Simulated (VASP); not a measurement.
Here is a VASP 6.6.1 calculation.

The input INCAR:

```
SYSTEM = WSe2
PREC = Accurate
ENCUT = 520
EDIFF = 1E-6
ISMEAR = 0
SIGMA = 0.05
LREAL = .False.
LASPH = .True.
NELM = 100
ALGO = Normal
ISIF = 2
LWAVE = .False.
LCHARG = .True.
GGA = PE
LELF = .True.
LVHAR = .True.
NBANDS = 35
```

The input KPOINTS:

```
Automatic mesh
0
Gamma
  9 9 2
  0 0 0
```

POSCAR

```
WSe2
1.0
   -3.3206937274      0.0000000000      0.0000000000
   -1.6603468637     -2.8758051261      0.0000000000
   -1.6601808290     -0.9585058485     15.2573262715
W Se
2 4
Direct
    0.2500083333      0.2500083333      0.2500000000
    0.4166916667      0.4166916667      0.7500000000
    0.1200146928      0.1200146928      0.6400199235
    0.6199980262      0.6199980262      0.1400199235
    0.0467019738      0.0467019738      0.8599800765
    0.5466853072      0.5466853072      0.3599800765
```

Potentials or basis: VASP PAW PBE potentials, release 64 (W_sv, Se).

Run with:

```console
$ cat potpaw_PBE.64/W_sv/POTCAR potpaw_PBE.64/Se/POTCAR > POTCAR
$ mpirun -np 1 vasp_std > vasp.out
```

(1) What does it give for the band gap on the k mesh?

(2) Predict the largest force.

(3) Predict the pressure.

Results:

(1) 1.53 eV.

(2) 0.049 eV/Å.

(3) 0.3 GPa.

Caveat: the cell differs from its parent crystal (the part above a cut slid along it); spin-orbit coupling is left out, which moves the levels of the heavy elements.
